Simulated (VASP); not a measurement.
Set up this calculation in VASP 6.6.1, as the native input.

```yaml
Task: single point
Functional: PBEsol
Potentials_or_basis: VASP PAW PBE potentials, release 64 (Ni, O)
Cutoff: 520 eV
k_mesh: 8 × 8 × 8
Occupations: gaussian, width 0.05 eV
Spin: collinear spin, zero start
Starting_moments: "[0.0, 0.0] μB"
Fixed_moment: 0 μB
Hubbard_terms: Ni d U = 4.0 eV
Dipole_correction: no
Further_INCAR_settings: ALGO = Normal; EDIFF = 1e-06; NBANDS = 19
```

The structure of NiO lies in POSCAR:

```
NiO
1.0
    0.0000000000      2.0913095100      2.0913095100
    2.0913095100      0.0000000000      2.0913095100
    2.0913095100      2.0913095100      0.0000000000
Ni O
1 1
Direct
    0.0000000000      0.0000000000      0.0000000000
    0.5000000000      0.5000000000      0.5000000000
```

These files were run (other wordings do the same):

INCAR

```
ALGO = Normal
EDIFF = 1E-6
ENCUT = 520
GGA = PS
ISIF = 2
ISMEAR = 0
ISPIN = 2
LASPH = True
LCHARG = False
LDAU = True
LDAUJ = 0 0
LDAUL = 2 -1
LDAUPRINT = 1
LDAUTYPE = 2
LDAUU = 4 0
LMAXMIX = 4
LORBIT = 11
LREAL = False
LWAVE = False
MAGMOM = 0 0
NBANDS = 19
NELM = 150
NUPDOWN = 0.0
PREC = Accurate
SIGMA = 0.05
```

KPOINTS

```
k-points
0
Gamma
  8 8 8
```

Potentials or basis: VASP PAW PBE potentials, release 64 (Ni, O).

The run is started by

```console
$ cat potpaw_PBE.64/Ni/POTCAR potpaw_PBE.64/O/POTCAR > POTCAR
$ mpirun -np 1 vasp_std > vasp.out
```

It gave:

```yaml
Pressure: -18.3 GPa
Net_moment: 0.00 μB per cell
Valence_electrons_inside_the_program's_atomic_spheres: Ni 9.15; O 4.89
```

Caveat: the PAW data sets were made with another functional, which shifts forces and pressure a little; the total moment is fixed, so each spin has its own Fermi level.

It took 8.2 s on 1 thread of Intel(R) Xeon(R) 6975P-C (Granite Rapids), on a shared host, peak memory 0.15 GiB.
